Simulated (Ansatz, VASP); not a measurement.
## Two plane-wave programs on CO2

```xyz
12
Lattice="6.4379 0.0000 0.0000 0.0000 5.7999 0.0000 0.0000 0.0000 4.9299" Properties=species:S:1:pos:R:3 pbc="T T T"
C     0.0000    0.0000    0.0000
C     3.2190    0.0000    2.4650
C     3.2190    2.9000    0.0000
C     0.0000    2.9000    2.4650
O     0.7478    0.6737    0.5727
O     2.4711    5.1262    3.0376
O     3.9668    2.2263    4.3573
O     5.6901    3.5737    1.8923
O     5.6901    5.1262    4.3573
O     3.9668    0.6737    1.8923
O     2.4711    3.5737    0.5727
O     0.7478    2.2263    3.0376
```

Change from the starting cell: normal strain along x +0.1100, normal strain along z -0.1500.

Alike in both runs: task single point; functional PBEsol; k mesh 4 × 4 × 4; occupations gaussian, width 0.05 eV; no spin polarisation.

|  | VASP | Ansatz |
| --- | --- | --- |
| version | VASP 6.6.1 | Ansatz 0.2.0 |
| potentials or method | VASP PAW PBE potentials, release 64 (C, O), cutoff 520 eV | scalar-relativistic, plane waves, PAW |
| valence electrons in the cell | 64 | 64 |

```tsv
	VASP	Ansatz	Ansatz less VASP
gap on the k mesh at the Fermi level (eV)	6.52	6.54	+0.021
least direct gap on the mesh (eV)	6.52	6.54	+0.021
pressure (GPa)	4.9	3.1	-1.74
traceless stress, the component that is largest in VASP (GPa)	-0.12	0.39	+0.517
rms of the force components (eV/Å)	0.782	0.424	-0.3575
```

VASP's potentials were made for PBE, not for PBEsol. Atom by atom the forces differ by 0.358 eV/Å (rms over components).

Noted on VASP's run: the standard files for N, O and F lose accuracy on very short bonds.
